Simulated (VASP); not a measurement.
# Pb: single point with PBE

Crystal: Pb.

```
Pb
1.0
     0.00000    2.66738    2.46980
     2.66738    0.00000    2.46980
     2.66738    2.66738    0.00000
Pb
1
Direct
  0.00000 0.00000 0.00000
```

This cell differs from its parent crystal: strain +0.080 along x and y, +0.000 along z.

* Program: VASP 6.6.1
* Task: single point
* Functional: PBE
* Potentials or basis: VASP PAW PBE potentials, release 64 (Pb_d)
* Cutoff: 520 eV
* k mesh: 16 × 16 × 16
* Occupations: gaussian, width 0.15 eV
* Spin: no spin polarisation
* Dipole correction: no
* Further INCAR settings: ALGO = Fast; EDIFF = 1e-06; NBANDS = 13

- Pressure: -3.0 GPa
- Band gap on the k mesh: zero (band 7 reaches 11.98 eV, above the bottom of band 8 at 4.28 eV)

Stress tensor (GPa, compression positive):
```
-3.20  0.00  0.00
 0.00 -3.20  0.00
 0.00  0.00 -2.52
```

Levels at points of the mesh, in eV from the Fermi level:
```tsv
k point	band 4	band 5	band 6	band 7	band 8	band 9	band 10	band 11
(0.00, 0.00, 0.00)	-16.96	-16.91	-10.86	6.22	6.33	6.33	9.51	9.67
(0.50, 0.00, 0.00)	-16.86	-16.83	-8.02	-3.53	4.28	5.18	8.03	9.29
(0.50, 0.50, 0.00)	-16.82	-16.82	-6.53	-2.34	1.33	1.33	4.56	5.75
(0.50, 0.00, 0.50)	-16.85	-16.81	-7.16	-2.91	1.94	2.40	5.24	6.50
```

It took 110 s on 1 thread of Intel Xeon 6975P-C, with other jobs on the host, peak memory 0.27 GiB.

Caveat: the cell differs from its parent crystal (strain +0.080 along x and y, +0.000 along z); spin-orbit coupling is left out, which moves the levels of the heavy elements.
